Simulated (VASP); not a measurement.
Set up this calculation in VASP 6.6.1, as the native input.

| Property | Result |
| --- | --- |
| Task | single point |
| Functional | PBE |
| Potentials or basis | VASP PAW PBE potentials, release 64 (W_sv, C) |
| Cutoff | 520 eV |
| k mesh | 9 × 9 × 1 |
| Occupations | gaussian, width 0.1 eV |
| Spin | no spin polarisation |
| Dipole correction | yes |
| Further INCAR settings | ALGO = Normal; EDIFF = 1e-06; NBANDS = 31 |

The structure of W3C lies in POSCAR:

```
W3C
1.0
    2.8545944806      0.0000000000      0.0000000000
   -1.4272972403      2.4721513377      0.0000000000
    0.0000000000      0.0000000000     21.6971108210
W C
3 1
Direct
    0.6666666667      0.3333333333      0.1843563428
    0.3333333333      0.6666666667      0.2926027619
    0.0000000000      0.0000000000      0.4008418859
    0.4444444444     -0.4444444444      0.4980898568
```

One way to write it, as run:

INCAR

```
SYSTEM = W3C
PREC = Accurate ; ENCUT = 520
EDIFF = 1E-6 ; ISMEAR = 0
SIGMA = 0.1 ; LREAL = .FALSE.
LASPH = .TRUE. ; NELM = 100
ALGO = Normal ; ISIF = 2
LWAVE = .FALSE. ; LCHARG = .TRUE.
LDIPOL = .TRUE. ; IDIPOL = 3
DIPOL = 0.5 0.5 0.344 ; GGA = PE
LELF = .TRUE. ; LVHAR = .TRUE.
LVACPOTAV = .TRUE. ; NBANDS = 31
```

KPOINTS

```
Automatic mesh
0
G
  9 9 1
  0 0 0
```

Potentials or basis: VASP PAW PBE potentials, release 64 (W_sv, C).

The run is started by

```bash
$ cat potpaw_PBE.64/W_sv/POTCAR potpaw_PBE.64/C/POTCAR > POTCAR
$ mpirun -np 1 vasp_std > vasp.out
```

Results of the run:

```yaml
Largest_force: 3.087 eV/Å
Band_gap_on_the_k_mesh: zero (band 23 reaches 0.57 eV, above the bottom of band 24 at -0.67 eV)
```

Caveat: spin-orbit coupling is left out, which moves the levels of the heavy elements.

It took 2.7 min on 1 thread of Intel(R) Xeon(R) 6975P-C (Granite Rapids), with other jobs on the host, peak memory 0.34 GiB.
